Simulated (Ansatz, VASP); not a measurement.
HfO2: VASP beside Ansatz

File INCAR:

```
SYSTEM = HfO2
PREC = Accurate
ENCUT = 520
EDIFF = 1E-6
ISMEAR = 0
SIGMA = 0.05
LREAL = .FALSE.
LASPH = .TRUE.
NELM = 60
ALGO = Normal
ISIF = 2
LWAVE = .FALSE.
LCHARG = .FALSE.
GGA = PE
NBANDS = 31
```

File KPOINTS:

```
Automatic mesh
0
G
  6 6 4
  0 0 0
```

Contents of POSCAR:

```
HfO2
1.0
    3.7991186363     -0.0779656002     -0.0098836521
   -0.0779656002      3.6509667503     -0.0238277322
   -0.0144347452     -0.0347996104      5.2628076266
Hf O
2 4
Direct
    0.4914190968      0.5046184767      0.5010799005
   -0.0193554040     -0.0014146250      0.0020299548
   -0.0007590091      0.4998252930      0.6978716371
    0.5297696589      0.0062725484      0.8161007837
    0.5067083904     -0.0139336438      0.2887015461
   -0.0077827329      0.5046319506      0.1942161777
```

Input for Ansatz:

```yaml
crystal:
  lattice:
    - [3.7991186363, -0.0779656002, -0.0098836521]
    - [-0.0779656002, 3.6509667503, -0.0238277322]
    - [-0.0144347452, -0.0347996104, 5.2628076266]
  atoms:
    - { symbol: Hf, position: [0.4914190968, 0.5046184767, 0.5010799005] }
    - { symbol: Hf, position: [-0.019355404, -0.001414625, 0.0020299548] }
    - { symbol: O, position: [-0.0007590091, 0.499825293, 0.6978716371] }
    - { symbol: O, position: [0.5297696589, 0.0062725484, 0.8161007837] }
    - { symbol: O, position: [0.5067083904, -0.0139336438, 0.2887015461] }
    - { symbol: O, position: [-0.0077827329, 0.5046319506, 0.1942161777] }
basis:
  ecutwfc: 420
kpoints:
  mp_grid: { grid: [6, 6, 4] }
hamiltonian:
  xc: pbe
scf:
  occupations: { method: gaussian, width: 0.05 }
output:
  forces: true
  stress: true
  eigenvalues: true
```

Change from the starting cell: all atoms moved at random (sigma 0.06 Å a component), cell strained at random (sigma 0.03).

Alike in both runs: task single point; functional PBE; k mesh 6 × 6 × 4; occupations gaussian, width 0.05 eV; no spin polarisation.

|  | VASP | Ansatz |
| --- | --- | --- |
| version | VASP 6.6.1 | Ansatz 0.2.0 |
| potentials or method | VASP PAW PBE potentials, release 64 (Hf_pv, O), cutoff 520 eV | scalar-relativistic, plane waves, PAW |
| valence electrons in the cell | 44 | 76 |

```csv
,VASP,Ansatz,Ansatz less VASP
gap on the k mesh at the Fermi level (eV),4.09,4.13,+0.041
least direct gap on the mesh (eV),4.14,4.18,+0.036
pressure (GPa),-14.9,-12.3,+2.66
"traceless stress, the component that is largest in VASP (GPa)",6.97,6.77,-0.199
rms of the force components (eV/Å),0.782,0.791,+0.0093
```

Atom by atom the forces differ by 0.031 eV/Å (rms over components). VASP's potentials hold 44 valence electrons a cell and Ansatz's 76, so a difference there can come from the potentials and not from the codes.

Neither program's run includes spin-orbit coupling.
